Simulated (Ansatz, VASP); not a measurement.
One calculation of TiH5, two programs

```
Ti H
1.0
     3.79903    0.00000    0.00000
     0.00000    3.79903    0.00000
     0.00000    0.00000    3.58795
Ti H
1 5
Cartesian
  1.8995 1.8995 1.7940
  0.5935 0.5935 1.7940
  3.2056 3.2056 1.7940
  3.2056 0.5935 1.7940
  0.5935 3.2056 1.7940
  1.8995 1.8995 0.0000
```

Alike in both runs: functional PBE; k mesh 4 × 4 × 4; occupations gaussian, width 0.2 eV; no spin polarisation.

Ansatz relaxed the structure, and its values are those at the end. VASP's run is a single point on that final structure, the one shown.

```csv
,VASP,Ansatz
version,VASP 6.6.1,Ansatz 0.2.0
potentials or method,"VASP PAW PBE potentials, release 64 (Ti_sv, H), cutoff 500 eV","scalar-relativistic, plane waves, PAW"
valence electrons in the cell,17,17
```

VASP gave:

| Quantity | Value |
| --- | --- |
| gap on the k mesh at the Fermi level (eV) | none |
| pressure (GPa) | 0.0 |
| rms of the force components (eV/Å) | 0.031 |

**Question.** Which values does Ansatz return?

**Answer.** gap on the k mesh at the Fermi level (eV): none; pressure (GPa): 0.2; rms of the force components (eV/Å): 0.034.

A gap of «none» marks a metal or a gap that the smearing closes.

The k mesh is coarse, so the values compare programs but aren't converged.
